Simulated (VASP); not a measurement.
# GaSb (I-4m2) in VASP: further runs, part 2 of 2

VASP 6.6.1.

## Step 4: Single point, PBEsol

This run uses another cell than the first one, of 24.84 Å³/atom, 1.096 times its volume.

INCAR reads:

```
  PREC = Accurate
  ENCUT = 500
  EDIFF = 1E-6
  ISMEAR = -1
  SIGMA = 0.1
  LREAL = F
  LASPH = T
  NELM = 120
  ALGO = Normal
  ISIF = 2
  LWAVE = F
  LCHARG = F
  GGA = PS
  NBANDS = 16
  GGA_COMPAT = F
```

KPOINTS reads:

```
regular mesh
0
Gamma
  8 8 8
```

POSCAR reads:

```
GaSb
1.0
   -2.7806974958      2.7806974958      1.6064575986
    2.7806974958     -2.7806974958      1.6064575986
    2.7806974958      2.7806974958     -1.6064575986
Ga Sb
1 1
Direct
    0.2500000000      0.7500000000      0.5000000000
    0.0000000000      0.0000000000      0.0000000000
```

Potentials or basis: VASP PAW PBE potentials, release 64 (Ga_d, Sb).

Started as:

```
cat potpaw_PBE.64/Ga_d/POTCAR potpaw_PBE.64/Sb/POTCAR > POTCAR
mpirun -np 1 vasp_std > vasp.out
```

OUTCAR:

```text
PREC = Accurate
   ENCUT = 500
   EDIFF = 1E-6
   ISMEAR = -1
   LREAL = F
   LASPH = T
   NELM = 120
   ISIF = 2
   GGA = PS

 ion  position               nearest neighbor table
   1  0.250  0.750  0.500-   2 2.89   2 2.89   2 2.89   2 2.89
   2  0.000  0.000  0.000-   1 2.89   1 2.89   1 2.89   1 2.89

  LATTYP: Found a body centered tetragonal cell.
 ALAT       =     5.5613949916
 C/A-ratio  =     0.5777174975

  Lattice vectors:

 A1 = (  -2.7806974958,   2.7806974958,   1.6064575986)
 A2 = (   2.7806974958,  -2.7806974958,   1.6064575986)
 A3 = (   2.7806974958,   2.7806974958,  -1.6064575986)

Analysis of symmetry for initial positions (statically):
=====================================================================
 Subroutine PRICEL returns:
 Original cell was already a primitive cell.

 Routine SETGRP: Setting up the symmetry group for a
 body centered tetragonal supercell.

 Subroutine GETGRP returns: Found  8 space group operations
 (whereof  8 operations were pure point group operations)
 out of a pool of 16 trial point group operations.

The static configuration has the point symmetry D_2d.

Analysis of symmetry for dynamics (positions and initial velocities):
=====================================================================
 Subroutine PRICEL returns:
 Original cell was already a primitive cell.

 Routine SETGRP: Setting up the symmetry group for a
 body centered tetragonal supercell.

 Subroutine GETGRP returns: Found  8 space group operations
 (whereof  8 operations were pure point group operations)
 out of a pool of 16 trial point group operations.

The dynamic configuration has the point symmetry D_2d.

 Subroutine INISYM returns: Found  8 space group operations
 (whereof  8 operations are pure point group operations),
 and found     1 'primitive' translations

[... 110 lines left out ...]
   EFERMI_NEDOS =   21; number of points for ismear=-14 and -15
   IALGO  =     38    algorithm
   IMIX   =      4    mixing-type and parameters
     AMIX     =   0.40;   BMIX     =  1.00
     AMIX_MAG =   1.60;   BMIX_MAG =  1.00
  volume/ion in A,a.u.               =      24.84       167.65
  Fermi-wavevector in a.u.,A,eV,Ry     =   1.167043  2.205391 18.530981  1.361989
  Thomas-Fermi vector in A             =   2.303548
   LORBIT       =      0    0 simple, 1 ext, 2 COOP (PROOUT), +10 PAW based schemes
   GGA     = PS    functional components
   LHFCALC =     F    Hartree Fock is set to
   AEXX    =    0.0000 exact exchange contribution
   IVDW    =     0    specifies the selected vdW correction
   LEPSILON=     F    determine dielectric tensor
   LRPA    =     F    only Hartree local field effects (RPA)
 non-spin polarized calculation
  energy-cutoff  :      500.00
  volume of cell :       49.69
 maximum number of plane-waves:      1274
   NGX = 15   NGY = 15   NGZ = 15

 number of electron      17.9999985 magnetization

 Free energy of the ion-electron system (eV)
  ---------------------------------------------------
  ext. energy  EPLUGINS =         0.00000000
  ---------------------------------------------------
  free energy    TOTEN  =        -7.85664896 eV

  energy without entropy =       -7.83088821  energy(sigma->0) =       -7.84376859

 E-fermi :   6.0524     XC(G=0): -10.2277

 val. band max:        5.9578711399   @ k =   0.2500   0.0000   0.0000
 cond. band min:       6.0990338155   @ k =   0.5000   0.5000   0.0000
 fundamental gap:      0.1411626756
 Fermi energy:         6.0524024965

 k-point     1 :       0.0000    0.0000    0.0000
  band No.  band energies     occupation
      1      -8.7911      2.00000
      2      -8.7086      2.00000
      3      -8.7013      2.00000
      4      -8.6864      2.00000
      5      -8.6864      2.00000
      6      -5.6487      2.00000
[... 433 lines left out ...]
      3      -8.7163      2.00000
      4      -8.6806      2.00000
      5      -8.6653      2.00000
      6      -2.0564      2.00000
[... 8 lines left out ...]
     15      14.7636      0.00000
     16      15.0643      0.00000

 [... further k-points ...]

------------------------ aborting loop because EDIFF is reached ----------------------------------------

  FORCE on cell =-STRESS in cart. coord.  units (eV):
  Direction    XX          YY          ZZ          XY          YZ          ZX
  --------------------------------------------------------------------------------------
  -------------------------------------------------------------------------------------
  Total       -1.4151142     -1.4151142     -1.0937387      0.0000000     -0.0000000      0.0000000
  in kB      -45.6315594    -45.6315594    -35.2685343      0.0000000     -0.0000000      0.0000000
  external PRESSURE =     -42.1772177 kB  Pullay stress =       0.0000000 kB

 VOLUME and BASIS-vectors are now :
 -----------------------------------------------------------------------------
  energy-cutoff  :      500.00
  volume of cell :       49.69
      direct lattice vectors                 reciprocal lattice vectors
    -2.780697496  2.780697496  1.606457599     0.000000000  0.179811001  0.311243820
     2.780697496 -2.780697496  1.606457599     0.179811001  0.000000000  0.311243820
     2.780697496  2.780697496 -1.606457599     0.179811001  0.179811001  0.000000000

 POSITION                                       TOTAL-FORCE (eV/Angst)
 -----------------------------------------------------------------------------------
      2.78070      0.00000      0.80323        -0.000000     -0.000000      0.000000
      0.00000      0.00000      0.00000         0.000000      0.000000     -0.000000
 -----------------------------------------------------------------------------------
    total drift:                                0.000000     -0.000000     -0.000000

  FREE ENERGIE OF THE ION-ELECTRON SYSTEM (eV)
  ---------------------------------------------------
  free  energy   TOTEN  =        -7.8566489623 eV

  energy  without entropy=       -7.8308882128  energy(sigma->0) =       -7.84376859
```

stdout:

```text
POSCAR found type information on POSCAR GaSb
 POSCAR found :  2 types and       2 ions
 scaLAPACK will be used
 -----------------------------------------------------------------------------
|                                                                             |
|                                                                             |
|     You enforced a specific xc type in the INCAR file but a different       |
|     I HOPE YOU KNOW WHAT YOU ARE DOING!                                     |
|                                                                             |
 -----------------------------------------------------------------------------

 LDA part: xc-table for (Slater+PW92), standard interpolation
 POSCAR, INCAR and KPOINTS ok, starting setup
 FFT: planning ... GRIDC
 FFT: planning ... GRID_SOFT
 FFT: planning ... GRID
 WAVECAR not read
 entering main loop
```

Wall time 64 s (1 thread of AMD EPYC 7R43 (Zen 3), shared host); peak memory 0.16 GiB.

Results:

```
Free energy            : -7.8566 eV
Pressure               : -4.2 GPa
Band gap on the k mesh : zero (band 9 reaches 7.87 eV, above the bottom of band 10 at 4.11 eV)
```

Levels at points of the mesh, in eV from the Fermi level:
| k point | band 5 | band 6 | band 7 | band 8 | band 9 | band 10 | band 11 | band 12 | band 13 | band 14 |
| --- | --- | --- | --- | --- | --- | --- | --- | --- | --- | --- |
| (0.00, 0.00, 0.00) | -14.74 | -11.70 | -3.01 | -1.75 | -1.75 | 3.48 | 4.85 | 6.96 | 6.96 | 7.32 |
| (0.50, 0.00, 0.00) | -14.72 | -8.23 | -5.45 | -2.40 | -1.40 | -1.08 | 2.46 | 3.21 | 5.02 | 7.96 |
| (0.50, 0.50, 0.00) | -14.73 | -10.29 | -7.83 | 0.05 | 1.81 | 2.07 | 2.31 | 4.45 | 6.44 | 8.31 |
| (0.50, 0.50, 0.50) | -14.73 | -9.21 | -5.83 | -4.76 | -4.76 | 3.37 | 4.89 | 10.06 | 10.06 | 12.34 |

Caveat: the PAW data sets were made with another functional, which shifts forces and pressure a little; spin-orbit coupling is left out, which moves the levels of the heavy elements.

## Step 5: Single point, PBEsol

This run uses another cell than the first one, of 25.57 Å³/atom, 1.128 times its volume.

INCAR reads:

```
  PREC = Accurate
  ENCUT = 500
  EDIFF = 1E-6
  ISMEAR = -1
  SIGMA = 0.1
  LREAL = False
  LASPH = True
  NELM = 120
  ALGO = Normal
  ISIF = 2
  LWAVE = False
  LCHARG = False
  GGA = PS
  NBANDS = 16
  GGA_COMPAT = False
```

KPOINTS reads:

```
Automatic mesh
0
Gamma
  8 8 8
```

POSCAR reads:

```
GaSb
1.0
   -2.8074366121      2.8074366121      1.6219052539
    2.8074366121     -2.8074366121      1.6219052539
    2.8074366121      2.8074366121     -1.6219052539
Ga Sb
1 1
Direct
    0.2500000000      0.7500000000      0.5000000000
    0.0000000000      0.0000000000      0.0000000000
```

Started as:

```
cat potpaw_PBE.64/Ga_d/POTCAR potpaw_PBE.64/Sb/POTCAR > POTCAR
mpirun -np 1 vasp_std > vasp.out
```

It took 46 s on 1 thread of AMD EPYC 7R43 (Zen 3), shared host; peak memory 0.17 GiB.

The run converged. Its results:

```yaml
Free_energy: -7.8146 eV
Pressure: -5.3 GPa
Band_gap_on_the_k_mesh: zero (band 9 reaches 7.56 eV, above the bottom of band 10 at 3.87 eV)
```

Stress tensor (GPa, compression positive):
```
-5.72  0.00  0.00
 0.00 -5.72  0.00
 0.00  0.00 -4.48
```

Levels at points of the mesh, in eV from the Fermi level:
| k point | band 7 | band 8 | band 9 | band 10 | band 11 | band 12 |
| --- | --- | --- | --- | --- | --- | --- |
| (0.00, 0.00, 0.00) | -3.09 | -1.68 | -1.68 | 3.53 | 4.68 | 6.80 |
| (0.50, 0.00, 0.00) | -5.32 | -2.38 | -1.34 | -1.03 | 2.50 | 3.14 |
| (0.50, 0.50, 0.00) | -7.66 | 0.05 | 1.82 | 1.98 | 2.27 | 4.33 |
| (0.50, 0.50, 0.50) | -5.75 | -4.60 | -4.60 | 3.29 | 4.84 | 9.77 |

Caveat: the PAW data sets were made with another functional, which shifts forces and pressure a little; spin-orbit coupling is left out, which moves the levels of the heavy elements.

## Step 6: Overview

```tsv
cell	gap on the mesh (eV)	pressure (GPa)
a = 4.120 Å, angles 98.2, 98.2, 135.6°, 2 atoms	none	0.6
a = 4.164 Å, angles 98.2, 98.2, 135.6°, 2 atoms	none	-1.3
a = 4.248 Å, angles 98.2, 98.2, 135.6°, 2 atoms	none	-4.2
a = 4.289 Å, angles 98.2, 98.2, 135.6°, 2 atoms	none	-5.3
```

Alike in all rows: task single point; level PBEsol; potentials or basis VASP PAW PBE potentials, release 64 (Ga_d, Sb); no spin polarisation; k mesh 8 × 8 × 8; cutoff (eV) 500; smearing fermi-dirac 0.1 eV.

Caveats: the PAW data sets were made with another functional, which shifts forces and pressure a little; spin-orbit coupling is left out, which moves the levels of the heavy elements.

Total energies depend on the potentials used, so only differences within one code and one set of settings carry meaning.
